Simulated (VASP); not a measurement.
# GaSe (P6_3/mmc) in VASP: notebook, part 2 of 2

VASP 6.6.1. The steps go on from the part before.

**4. Single point, PBE+D3(BJ)**

This run uses another cell than the first one, of 24.56 Å³/atom.

The input, INCAR:

```
  PREC = Accurate
  ENCUT = 500
  EDIFF = 1E-6
  ISMEAR = 0
  SIGMA = 0.01
  LREAL = F
  LASPH = T
  NELM = 120
  ALGO = Normal
  ISIF = 2
  LWAVE = F
  LCHARG = F
  GGA = PE
  IVDW = 12
  NBANDS = 48
  GGA_COMPAT = F
```

The input, KPOINTS:

```
Automatic mesh
0
Gamma
  6 6 2
```

The input, POSCAR:

```
GaSe
1.0
    3.7724942025      0.0000000000      0.0000000000
   -1.8862471012      3.2670758150      0.0000000000
    0.0000000000      0.0000000000     15.9432938875
Ga Se
4 4
Direct
    0.3333333333      0.6666666667      0.1733724950
    0.6666666667      0.3333333333      0.6733724950
    0.3333333333      0.6666666667      0.3266275050
    0.6666666667      0.3333333333      0.8266275050
    0.3333333333      0.6666666667      0.5995998631
    0.6666666667      0.3333333333      0.0995998631
    0.3333333333      0.6666666667      0.9004001369
    0.6666666667      0.3333333333      0.4004001369
```

Potentials or basis: VASP PAW PBE potentials, release 64 (Ga_d, Se).

Launch:

```bash
cat potpaw_PBE.64/Ga_d/POTCAR potpaw_PBE.64/Se/POTCAR > POTCAR
mpirun -np 1 vasp_std > vasp.out
```

OUTCAR:

```text
PREC = Accurate
   ENCUT = 500
   EDIFF = 1E-6
   ISMEAR = 0
   LREAL = F
   LASPH = T
   NELM = 120
   ISIF = 2
   GGA = PE
   IVDW = 12
 IVDW          = 12

 ion  position               nearest neighbor table
   1  0.333  0.667  0.173-   3 2.44   6 2.48   6 2.48   6 2.48
   2  0.667  0.333  0.673-   4 2.44   5 2.48   5 2.48   5 2.48
   3  0.333  0.667  0.327-   1 2.44   8 2.48   8 2.48   8 2.48
   4  0.667  0.333  0.827-   2 2.44   7 2.48   7 2.48   7 2.48
   5  0.333  0.667  0.600-   2 2.48   2 2.48   2 2.48
   6  0.667  0.333  0.100-   1 2.48   1 2.48   1 2.48
   7  0.333  0.667  0.900-   4 2.48   4 2.48   4 2.48
   8  0.667  0.333  0.400-   3 2.48   3 2.48   3 2.48

  LATTYP: Found a hexagonal cell.
 ALAT       =     3.7724942025
 C/A-ratio  =     4.2261944039

  Lattice vectors:

 A1 = (   3.7724942025,   0.0000000000,   0.0000000000)
 A2 = (  -1.8862471012,   3.2670758150,   0.0000000000)
 A3 = (   0.0000000000,   0.0000000000,  15.9432938875)

Analysis of symmetry for initial positions (statically):
=====================================================================
 Subroutine PRICEL returns:
 Original cell was already a primitive cell.

 Routine SETGRP: Setting up the symmetry group for a
 hexagonal supercell.

 Subroutine GETGRP returns: Found 24 space group operations
 (whereof 12 operations were pure point group operations)
 out of a pool of 24 trial point group operations.

The static configuration has the point symmetry D_3d.
 The point group associated with its full space group is D_6h.

Analysis of symmetry for dynamics (positions and initial velocities):
=====================================================================
 Subroutine PRICEL returns:
 Original cell was already a primitive cell.

 Routine SETGRP: Setting up the symmetry group for a
 hexagonal supercell.

 Subroutine GETGRP returns: Found 24 space group operations
 (whereof 12 operations were pure point group operations)
 out of a pool of 24 trial point group operations.

The dynamic configuration has the point symmetry D_3d.
 The point group associated with its full space group is D_6h.

 Subroutine INISYM returns: Found 24 space group operations
 (whereof 12 operations are pure point group operations),
 and found     1 'primitive' translations

----------------------------------------------------------------------------------------

                                     Primitive cell

  volume of cell :     196.5015

  direct lattice vectors                    reciprocal lattice vectors
     3.772494202  0.000000000  0.000000000     0.265076617  0.153042056  0.000000000
    -1.886247101  3.267075815  0.000000000     0.000000000  0.306084112  0.000000000
     0.000000000  0.000000000 15.943293887     0.000000000  0.000000000  0.062722296

  length of vectors
     3.772494202  3.772494202 15.943293887     0.306084112  0.306084112  0.062722296

  position of ions in fractional coordinates (direct lattice)
     0.333333333  0.666666667  0.173372495
     0.666666667  0.333333333  0.673372495
     0.333333333  0.666666667  0.326627505
[... 50 lines left out ...]
  0.333333  0.166667  0.000000     12.000000
  0.333333  0.333333  0.000000      2.000000
  0.000000  0.000000  0.500000      1.000000
  0.166667  0.000000  0.500000      6.000000
  0.333333  0.000000  0.500000      6.000000
  0.500000  0.000000  0.500000      3.000000
  0.166667  0.166667  0.500000      6.000000
  0.333333  0.166667  0.500000     12.000000
  0.333333  0.333333  0.500000      2.000000
   k-points           NKPTS =     14   k-points in BZ     NKDIM =     14   number of bands    NBANDS=     48
   number of dos      NEDOS =    301   number of ions     NIONS =      8
   total plane-waves  NPLWV =  94080
   dimension x,y,z NGX =    28 NGY =   28 NGZ =  120
   dimension x,y,z NGXF=    56 NGYF=   56 NGZF=  240
   ions per type =               4   4
   NGX,Y,Z   is equivalent  to a cutoff of  12.34, 12.34, 12.51 a.u.
   NGXF,Y,Z  is equivalent  to a cutoff of  24.68, 24.68, 25.03 a.u.
 SYSTEM =  unknown system
   PREC   = accura    normal or accurate (medium, high low for compatibility)
   ISTART =      0    job   : 0-new  1-cont  2-samecut
   ICHARG =      2    charge: 1-file 2-atom 10-const
   ISPIN  =      1    spin polarized calculation?
   LNONCOLLINEAR =      F non collinear calculations
   LSORBIT =      F    spin-orbit coupling
   LASPH  =      T    aspherical Exc in radial PAW
   ENCUT  =  500.0 eV  36.75 Ry    6.06 a.u.   6.88  6.88 29.07*2*pi/ulx,y,z
   NELM   =    120;   NELMIN=  2; NELMDL= -5     # of ELM steps
   EDIFF  = 0.1E-05   stopping-criterion for ELM
   LREAL  =      F    real-space projection
   EDIFFG = 0.1E-04   stopping-criterion for IOM
   NSW    =      0    number of steps for IOM
   IBRION =     -1    ionic relax: 0-MD 1-quasi-New 2-CG
   NFREE  =      0    steps in history (QN), initial steepest desc. (CG)
   ISIF   =      2    stress and relaxation
   ISYM   =      2    0-nonsym 1-usesym 2-fastsym
   POTIM  = 0.5000    time-step for ionic-motion
   TEBEG  =    0.0;   TEEND  =   0.0 temperature during run
   PSTRESS=    0.0 pullay stress
   NELECT =      76.0000    total number of electrons
   NUPDOWN=      -1.0000    fix difference up-down
   EMIN   =  10.00;   EMAX   =-10.00  energy-range for DOS
   EFERMI =   0.00;   METHOD = LEGACY
   ISMEAR =     0;   SIGMA  =   0.01  broadening in eV -4-tet -1-fermi 0-gaus
   EFERMI_NEDOS =   21; number of points for ismear=-14 and -15
   IALGO  =     38    algorithm
   IMIX   =      4    mixing-type and parameters
     AMIX     =   0.40;   BMIX     =  1.00
     AMIX_MAG =   1.60;   BMIX_MAG =  1.00
  volume/ion in A,a.u.               =      24.56       165.76
  Fermi-wavevector in a.u.,A,eV,Ry     =   1.192772  2.254012 19.357075  1.422705
  Thomas-Fermi vector in A             =   2.328802
   LORBIT       =      0    0 simple, 1 ext, 2 COOP (PROOUT), +10 PAW based schemes
   GGA     = PE    functional components
   LHFCALC =     F    Hartree Fock is set to
   AEXX    =    0.0000 exact exchange contribution
   IVDW    =    12    specifies the selected vdW correction
   LEPSILON=     F    determine dielectric tensor
   LRPA    =     F    only Hartree local field effects (RPA)
 non-spin polarized calculation
 Gauss-broadening in eV      SIGMA  =   0.01
  energy-cutoff  :      500.00
  volume of cell :      196.50
 maximum number of plane-waves:      5026
 NGX is ok and might be reduce to    28
   NGX = 13   NGY = 13   NGZ = 59

 number of electron      76.0000016 magnetization

 Free energy of the ion-electron system (eV)
  ---------------------------------------------------
  ext. energy  EPLUGINS =         0.00000000
  ---------------------------------------------------
  free energy    TOTEN  =       -30.21090035 eV

  energy without entropy =      -30.21090035  energy(sigma->0) =      -30.21090035

 E-fermi :   3.5061     XC(G=0):  -9.2450

 val. band max:        3.4379382675   @ k =   0.0000   0.0000   0.0000
 cond. band min:       4.2629266068   @ k =   0.0000   0.0000   0.0000
 fundamental gap:      0.8249883392
 Fermi energy:         3.5060862513

 k-point     1 :       0.0000    0.0000    0.0000
  band No.  band energies     occupation
      1     -11.7756      2.00000
      2     -11.7753      2.00000
      3     -11.6536      2.00000
      4     -11.6536      2.00000
      5     -11.6535      2.00000
      6     -11.6535      2.00000
[... 703 lines left out ...]
     47       9.3879      0.00000
     48       9.3879      0.00000

------------------------ aborting loop because EDIFF is reached ----------------------------------------

 Edisp (eV)   -2.32272

 E8    (eV) :    -1.0205

  FORCE on cell =-STRESS in cart. coord.  units (eV):
  Direction    XX          YY          ZZ          XY          YZ          ZX
  --------------------------------------------------------------------------------------
  -------------------------------------------------------------------------------------
  Total       0.18922     0.18922     0.17740     0.00000     0.00000     0.00000
  in kB       1.54277     1.54277     1.44643     0.00000     0.00000     0.00000
  external pressure =        1.51 kB  Pullay stress =        0.00 kB

 VOLUME and BASIS-vectors are now :
 -----------------------------------------------------------------------------
  energy-cutoff  :      500.00
  volume of cell :      196.50
      direct lattice vectors                 reciprocal lattice vectors
     3.772494202  0.000000000  0.000000000     0.265076617  0.153042056  0.000000000
    -1.886247101  3.267075815  0.000000000     0.000000000  0.306084112  0.000000000
     0.000000000  0.000000000 15.943293887     0.000000000  0.000000000  0.062722296

 POSITION                                       TOTAL-FORCE (eV/Angst)
 -----------------------------------------------------------------------------------
     -0.00000      2.17805      2.76413        -0.000000      0.000000      0.018478
      1.88625      1.08903     10.73578         0.000000     -0.000000      0.018478
     -0.00000      2.17805      5.20752        -0.000000      0.000000     -0.018478
      1.88625      1.08903     13.17917         0.000000     -0.000000     -0.018478
     -0.00000      2.17805      9.55960        -0.000000     -0.000000     -0.026760
      1.88625      1.08903      1.58795        -0.000000     -0.000000     -0.026760
     -0.00000      2.17805     14.35534        -0.000000     -0.000000      0.026760
      1.88625      1.08903      6.38370        -0.000000     -0.000000      0.026760
 -----------------------------------------------------------------------------------
    total drift:                               -0.000000      0.000000     -0.000000

  FREE ENERGIE OF THE ION-ELECTRON SYSTEM (eV)
  ---------------------------------------------------
  free  energy   TOTEN  =       -32.5336167151 eV

  energy  without entropy=      -32.5336167151  energy(sigma->0) =      -32.53361672
```

Wall time 3.5 min (1 thread of Oxide Virtual Turin-like, shared host); peak memory 0.31 GiB.

What came out:

* Free energy: -32.5336 eV
* Pressure: 0.2 GPa
* Largest force: 0.027 eV/Å
* Band gap on the k mesh: 0.82 eV
* Dispersion energy per atom: -0.290 eV

Forces in eV/Å, atoms in the order of the input:
```
Ga   0.000  0.000  0.018
Ga   0.000  0.000  0.018
Ga   0.000  0.000 -0.018
Ga   0.000  0.000 -0.018
Se   0.000  0.000 -0.027
Se   0.000  0.000 -0.027
Se   0.000  0.000  0.027
Se   0.000  0.000  0.027
```

**5. Single point, PBE**

This run uses another cell than the first one, of 28.75 Å³/atom.

The input, INCAR:

```
PREC     = Accurate       # precision mode
ENCUT    = 500            # plane-wave cutoff, eV
EDIFF    = 1E-6           # SCF threshold, eV
ISMEAR   = 0              # smearing method
SIGMA    = 0.01           # smearing width, eV
LREAL    = False          # projectors in reciprocal space
LASPH    = True           # aspherical terms in the spheres
NELM     = 120            # most SCF steps
ALGO     = Normal         # electronic algorithm
ISIF     = 2              # what is computed and relaxed
LWAVE    = False          # write WAVECAR
LCHARG   = True           # write CHGCAR
GGA      = PE             # functional
LELF     = True           # ELF
LVHAR    = True         
NBANDS   = 48             # bands
GGA_COMPAT= False
```

KPOINTS is that of step 4.

The input, POSCAR:

```
GaSe
1.0
    3.8186599417      0.0000000000      0.0000000000
   -1.9093299709      3.3070565179      0.0000000000
    0.0000000000      0.0000000000     18.2115454401
Ga Se
4 4
Direct
    0.3333333333      0.6666666667      0.1822172763
    0.6666666667      0.3333333333      0.6822172763
    0.3333333333      0.6666666667      0.3177827237
    0.6666666667      0.3333333333      0.8177827237
    0.3333333333      0.6666666667      0.6180013567
    0.6666666667      0.3333333333      0.1180013567
    0.3333333333      0.6666666667      0.8819986433
    0.6666666667      0.3333333333      0.3819986433
```

Launch:

```bash
cat potpaw_PBE.64/Ga_d/POTCAR potpaw_PBE.64/Se/POTCAR > POTCAR
mpirun -np 1 vasp_std > vasp.out
```

Run time: 3.8 min. Hardware: 1 thread of Oxide Virtual Turin-like, shared host; peak memory 0.34 GiB.

The run converged. Its results:

* Free energy: -30.3447 eV
* Pressure: 0.1 GPa
* Largest force: 0.027 eV/Å
* Band gap on the k mesh: 1.33 eV

Forces in eV/Å, atoms in the order of the input:
```
Ga   0.000  0.000  0.019
Ga   0.000  0.000  0.019
Ga   0.000  0.000 -0.019
Ga   0.000  0.000 -0.019
Se   0.000  0.000 -0.027
Se   0.000  0.000 -0.027
Se   0.000  0.000  0.027
Se   0.000  0.000  0.027
```

Levels at points of the mesh, in eV from the valence-band top:
| k point | band 36 | band 37 | band 38 | band 39 | band 40 | band 41 |
| --- | --- | --- | --- | --- | --- | --- |
| (0.00, 0.00, 0.00) | -0.76 | -0.64 | 0.00 | 1.33 | 1.80 | 2.54 |
| (0.50, 0.00, 0.00) | -1.84 | -1.56 | -1.44 | 1.79 | 1.99 | 2.03 |
| (0.00, 0.00, 0.50) | -0.77 | -0.35 | -0.35 | 1.60 | 1.60 | 2.55 |
| (0.50, 0.00, 0.50) | -1.91 | -1.50 | -1.50 | 1.90 | 1.90 | 2.08 |

Caveat: this functional lacks dispersion, which binds layers or chains, so the pressure and a relaxed spacing across them are unreliable.

**6. Relaxation of cell and atoms, revPBE+D3(BJ)**

This run uses another cell than the first one, of 24.13 Å³/atom.

The input, INCAR:

```
SYSTEM = GaSe
ALGO = Normal
EDIFF = 1E-7
EDIFFG = -0.005
ENCUT = 500
GGA = RE
GGA_COMPAT = .False.
IBRION = 2
ISIF = 3
ISMEAR = 0
IVDW = 12
LASPH = .True.
LCHARG = .False.
LREAL = .False.
LWAVE = .False.
NELM = 120
NELMIN = 4
NSW = 80
PREC = Accurate
SIGMA = 0.01
```

The input, KPOINTS:

```
k-points
0
Gamma
  6 6 2
  0 0 0
```

The input, POSCAR:

```
GaSe
1.0
    3.7420000000      0.0000000000      0.0000000000
   -1.8710000000      3.2406670600      0.0000000000
    0.0000000000      0.0000000000     15.9190000000
Ga Se
4 4
Direct
    0.3333333300      0.6666666700      0.1770000000
    0.6666666700      0.3333333300      0.6770000000
    0.3333333300      0.6666666700      0.3230000000
    0.6666666700      0.3333333300      0.8230000000
    0.3333333300      0.6666666700      0.6000000000
    0.6666666700      0.3333333300      0.1000000000
    0.3333333300      0.6666666700      0.9000000000
    0.6666666700      0.3333333300      0.4000000000
```

Potentials or basis: VASP PAW PBE potentials, release 64 (Ga_d, Se).

Launch:

```bash
cat potpaw_PBE.64/Ga_d/POTCAR potpaw_PBE.64/Se/POTCAR > POTCAR
mpirun -np 1 vasp_std > vasp.out
```

It took 35 min on 1 thread of Oxide Virtual Turin-like, shared host; peak memory 0.33 GiB.

Results (log left out):

```yaml
Free_energy: -32.3630 eV
Relaxed_volume: 24.01 Å³/atom
Relaxed_cell: a = 3.760 Å, b = 3.760 Å, c = 15.688 Å, α = 90.00°, β = 90.00°, γ = 120.00°
Space_group_after_relaxing_to_0.1_Å: P6_3/mmc (No. 194)
Energy_gained_by_relaxing: 16.8 meV/atom
Ionic_steps: 17
Pressure_after_relaxing: 0.0 GPa
Largest_force_after_relaxing: 0.003 eV/Å
Band_gap_on_the_k_mesh: 0.90 eV
Dispersion_energy_per_atom: -0.572 eV
```

Forces in eV/Å, atoms in the order of the input:
```
Ga   0.000  0.000  0.000
Ga   0.000  0.000  0.000
Ga   0.000  0.000  0.000
Ga   0.000  0.000  0.000
Se   0.000  0.000 -0.003
Se   0.000  0.000 -0.003
Se   0.000  0.000  0.003
Se   0.000  0.000  0.003
```

Step by step:
| step | energy change (eV) | largest force (eV/Å) | pressure (GPa) | volume (Å³) |
| --- | --- | --- | --- | --- |
| 1 | 0.0000 | 1.2133 | 0.55 | 193.04 |
| 2 | -0.0845 | 0.4255 | 0.43 | 195.36 |
| 3 | -0.1082 | 0.0986 | 0.39 | 194.60 |
| 4 | -0.1151 | 0.0641 | -0.18 | 196.23 |
| 5 | -0.1156 | 0.0717 | -0.42 | 196.93 |
| 6 | -0.1209 | 0.0690 | -0.29 | 196.23 |
| 7 | -0.1229 | 0.1258 | -0.13 | 195.44 |
| 8 | -0.1273 | 0.1062 | 0.00 | 194.37 |
| 9 | -0.1320 | 0.0697 | 0.19 | 192.49 |
| 10 | -0.1275 | 0.0531 | 0.66 | 188.76 |
| 11 | -0.1326 | 0.0512 | 0.33 | 191.51 |
| 12 | -0.1323 | 0.0789 | -0.35 | 192.68 |
| 13 | -0.1339 | 0.0303 | 0.00 | 192.06 |
| 14 | -0.1340 | 0.0191 | -0.02 | 192.09 |
| 15 | -0.1341 | 0.0067 | 0.00 | 192.08 |
| 16 | -0.1341 | 0.0016 | 0.00 | 192.08 |
| 17 | -0.1341 | 0.0030 | -0.01 | 192.10 |

Final structure:
```xyz
8
Lattice="3.7602 0.0000 0.0000 -1.8801 3.2564 0.0000 0.0000 0.0000 15.6884" Properties=species:S:1:pos:R:3 pbc="T T T"
Ga    0.0000    2.1710    2.7032
Ga    1.8801    1.0855   10.5474
Ga    0.0000    2.1710    5.1410
Ga    1.8801    1.0855   12.9852
Se    0.0000    2.1710    9.3629
Se    1.8801    1.0855    1.5187
Se    0.0000    2.1710   14.1697
Se    1.8801    1.0855    6.3255
```

Levels at points of the mesh, in eV from the valence-band top:
| k point | band 35 | band 36 | band 37 | band 38 | band 39 | band 40 | band 41 | band 42 |
| --- | --- | --- | --- | --- | --- | --- | --- | --- |
| (0.00, 0.00, 0.00) | -1.38 | -1.26 | -1.26 | 0.00 | 0.90 | 1.96 | 2.13 | 2.28 |
| (0.50, 0.00, 0.00) | -2.62 | -2.42 | -2.35 | -1.89 | 0.95 | 1.19 | 1.80 | 1.86 |
| (0.00, 0.00, 0.50) | -1.30 | -1.30 | -0.95 | -0.95 | 1.60 | 1.60 | 2.19 | 2.19 |
| (0.50, 0.00, 0.50) | -2.50 | -2.50 | -2.25 | -2.25 | 1.33 | 1.33 | 1.55 | 1.55 |

Caveat: the PAW data sets were made with another functional, which shifts forces and pressure a little. Expect the measured gap to be larger: semilocal functionals such as revPBE lack the derivative discontinuity.

**7. The runs side by side**

```csv
task,level,potentials or basis,cell,gap on the mesh (eV),pressure (GPa),largest force (eV/Å)
single point,LDA,"VASP PAW LDA potentials, release 64 (Ga_d, Se)","a = 3.714, b = 3.714, c = 15.719 Å, angles 90.0, 90.0, 120.0°, 8 atoms, atomic positions A",0.83,0.3,0.04
single point,revPBE+D3(BJ),"VASP PAW PBE potentials, release 64 (Ga_d, Se)","a = 3.758, b = 3.758, c = 15.670 Å, angles 90.0, 90.0, 120.0°, 8 atoms, atomic positions B",0.90,0.2,0.03
single point,PBE+D3(BJ),"VASP PAW PBE potentials, release 64 (Ga_d, Se)","a = 3.772, b = 3.772, c = 15.943 Å, angles 90.0, 90.0, 120.0°, 8 atoms, atomic positions C",0.82,0.2,0.03
single point,PBE,"VASP PAW PBE potentials, release 64 (Ga_d, Se)","a = 3.819, b = 3.819, c = 18.212 Å, angles 90.0, 90.0, 120.0°, 8 atoms, atomic positions D",1.33,0.1,0.03
relaxation of cell and atoms,revPBE+D3(BJ),"VASP PAW PBE potentials, release 64 (Ga_d, Se)","relaxed from a = 3.742, b = 3.742, c = 15.919 Å, angles 90.0, 90.0, 120.0°, 8 atoms, atomic positions E",0.90,0.0,-
```

Alike in all rows: no spin polarisation; k mesh 6 × 6 × 2; cutoff (eV) 500; smearing gaussian 0.01 eV.

Caveats: the PAW data sets were made with another functional, which shifts forces and pressure a little (at least some runs); this functional lacks dispersion, which binds layers or chains, so the pressure and a relaxed spacing across them are unreliable (at least some runs).

Total energies depend on the potentials used, so only differences within one code and one set of settings carry meaning.
